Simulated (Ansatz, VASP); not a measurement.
# Two plane-wave programs on C

The input INCAR:

```
SYSTEM = C
ALGO = Normal
EDIFF = 1E-6
ENCUT = 520
ISIF = 2
ISMEAR = 0
LASPH = .True.
LCHARG = .False.
LREAL = .False.
LWAVE = .False.
NBANDS = 11
NELM = 60
PREC = Accurate
SIGMA = 0.03
```

Contents of KPOINTS:

```
k-points
0
Gamma
  16 16 16
  0 0 0
```

Contents of POSCAR:

```
C
1.0
    0.0000000000      2.1166507485      3.3597491838
    1.2227846672      0.0000000000      3.3597491838
    1.2227846672      2.1166507485      0.0000000000
C
2
Direct
    0.1911272747      0.8088727253      0.0754721148
    0.8332934344      0.1667065656      0.8332934344
```

Input for Ansatz:

```yaml
crystal:
  lattice:
    - [0.0, 2.1166507485, 3.3597491838]
    - [1.2227846672, 0.0, 3.3597491838]
    - [1.2227846672, 2.1166507485, 0.0]
  atoms:
    - { symbol: C, position: [0.1911272747, 0.8088727253, 0.0754721148] }
    - { symbol: C, position: [0.8332934344, 0.1667065656, 0.8332934344] }
basis:
  ecutwfc: 420
kpoints:
  mp_grid: { grid: [16, 16, 16] }
hamiltonian:
  xc: lda
scf:
  occupations: { method: gaussian, width: 0.03 }
output:
  forces: true
  stress: true
  eigenvalues: true
```

Alike in both runs: task single point; functional LDA; k mesh 16 × 16 × 16; occupations gaussian, width 0.03 eV; no spin polarisation.

|  | VASP | Ansatz |
| --- | --- | --- |
| version | VASP 6.6.1 | Ansatz 0.2.0 |
| potentials or method | VASP PAW LDA potentials, release 64 (C), cutoff 520 eV | scalar-relativistic, plane waves, PAW |
| valence electrons in the cell | 8 | 8 |

Ansatz gave:

| Item | Value |
| --- | --- |
| gap on the k mesh at the Fermi level (eV) | none |
| pressure (GPa) | 15.8 |
| traceless stress, the component that is largest in VASP (GPa) | 27.98 |
| rms of the force components (eV/Å) | 5.124 |

Question: Estimate VASP's values.

Answer: gap on the k mesh at the Fermi level (eV): none; pressure (GPa): 16.3; traceless stress, the component that is largest in VASP (GPa): 28.40; rms of the force components (eV/Å): 5.115.

LDA's correlation is that of Perdew and Zunger in VASP and of Perdew and Wang (1992) in Ansatz. Atom by atom the forces differ by 0.010 eV/Å (rms over components). A gap of «none» marks a metal or a gap that the smearing closes.
